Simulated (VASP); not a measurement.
Here is a VASP 6.6.1 calculation.

INCAR

```
SYSTEM = HfB2
ALGO     = Normal         ! electronic algorithm
EDIFF    = 1E-6           ! SCF threshold, eV
ENCUT    = 520            ! plane-wave cutoff, eV
GGA      = PE             ! functional
ISIF     = 2              ! what is computed and relaxed
ISMEAR   = -1             ! smearing method
LASPH    = .TRUE.         ! aspherical terms in the spheres
LCHARG   = .FALSE.        ! write CHGCAR
LDAU     = .TRUE.         ! DFT+U
LDAUJ    = 0 0          
LDAUL    = 2 -1           ! shell
LDAUPRINT= 1            
LDAUTYPE = 2            
LDAUU    = 5 0            ! U, eV
LMAXMIX  = 4              ! l up to which the mixer works
LREAL    = .FALSE.        ! projectors in reciprocal space
LWAVE    = .FALSE.        ! write WAVECAR
NBANDS   = 15             ! bands
NELM     = 150            ! most SCF steps
PREC     = Accurate       ! precision mode
SIGMA    = 0.05           ! smearing width, eV
```

KPOINTS

```
k-points
0
G
  10 10 8
  0 0 0
```

POSCAR

```
HfB2
1.0
    3.1518064525      0.0000000000      0.0000000000
   -1.5759032263      2.7295444557      0.0000000000
    0.0000000000      0.0000000000      3.5538863845
Hf B
1 2
Direct
    0.0000000000      0.0000000000      0.0000000000
    0.6666666667      0.3333333333      0.5000000000
    0.3333333333      0.6666666667      0.5000000000
```

Potentials or basis: VASP PAW PBE potentials, release 64 (Hf_pv, B).

Command:

```console
$ cat potpaw_PBE.64/Hf_pv/POTCAR potpaw_PBE.64/B/POTCAR > POTCAR
$ mpirun -np 1 vasp_std > vasp.out
```

(1) What does it give for the pressure?

(2) What does it give for the band gap on the k mesh?

Answers

(1) 8.3 GPa.

(2) zero (band 8 reaches 9.01 eV, above the bottom of band 9 at 7.90 eV).

Caveat: spin-orbit coupling is left out, which moves the levels of the heavy elements; U without spin polarisation on a metal has little footing; the U is typed as a test and isn't derived for this compound.
